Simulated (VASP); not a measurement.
Set up this calculation in VASP 6.6.1, as the native input.

- Task: single point
- Functional: PBE-based screened hybrid with 15 % exact exchange
- Potentials or basis: VASP PAW PBE potentials, release 64 (H)
- Cutoff: 520 eV
- k mesh: 6 × 6 × 6
- Occupations: fermi-dirac, width 0.05 eV
- Spin: no spin polarisation
- Dipole correction: no
- Grid for exact exchange (PRECFOCK): Normal
- Share of exact exchange: 0.15
- Further INCAR settings: ALGO = Normal; EDIFF = 1e-06; NBANDS = 8
- Screening parameter: 0.2 1/Å

Crystal: H.

```xyz
2
Lattice="-1.6915 1.6915 2.0585 1.6915 -1.6915 2.0585 1.6915 1.6915 -2.0585" Properties=species:S:1:pos:R:3 pbc="T T T"
H     0.0000    0.0000    0.3711
H     0.0000    0.0000    3.7459
```

The input as run:

POSCAR

```
H
1.0
   -1.6915344700      1.6915344700      2.0584739900
    1.6915344700     -1.6915344700      2.0584739900
    1.6915344700      1.6915344700     -2.0584739900
H
2
Direct
    0.0901377100      0.0901377100      0.0000000000
    0.9098622900      0.9098622900      0.0000000000
```

INCAR.step1

```
  PREC = Accurate
  ENCUT = 520
  EDIFF = 1E-5
  ISMEAR = -1
  SIGMA = 0.05
  LREAL = False
  LASPH = True
  NELM = 60
  ALGO = Normal
  ISIF = 2
  LWAVE = True
  LCHARG = False
  NBANDS = 8
  GGA = PE
```

INCAR.step2

```
  PREC = Accurate
  ENCUT = 520
  EDIFF = 1E-6
  ISMEAR = -1
  SIGMA = 0.05
  LREAL = False
  LASPH = True
  NELM = 60
  ALGO = Normal
  ISIF = 2
  LWAVE = False
  LCHARG = False
  GGA = PE
  LHFCALC = True
  AEXX = 0.15
  HFSCREEN = 0.2
  PRECFOCK = Normal
  NBANDS = 8
  ISTART = 1
```

KPOINTS

```
Automatic mesh
0
Gamma
  6 6 6
```

Potentials or basis: VASP PAW PBE potentials, release 64 (H).

Command:

```bash
$ cat potpaw_PBE.64/H/POTCAR > POTCAR
$ cp INCAR.step1 INCAR
$ mpirun -np 1 vasp_std > vasp.out
$ cp INCAR.step2 INCAR
$ mpirun -np 1 vasp_std > vasp.out
```

It gave:

- Pressure: 0.4 GPa
- Largest force: 0.152 eV/Å
- Band gap on the k mesh: 9.88 eV (least direct gap 10.72 eV)

Caveat: this functional lacks dispersion, which holds the molecules together, so the pressure and a relaxed volume are unreliable; the PAW data sets were made with another functional, which shifts forces and pressure a little.

Run time: 2.4 min on 1 thread of Intel Xeon 8259CL (shared host), peak memory 0.23 GiB.
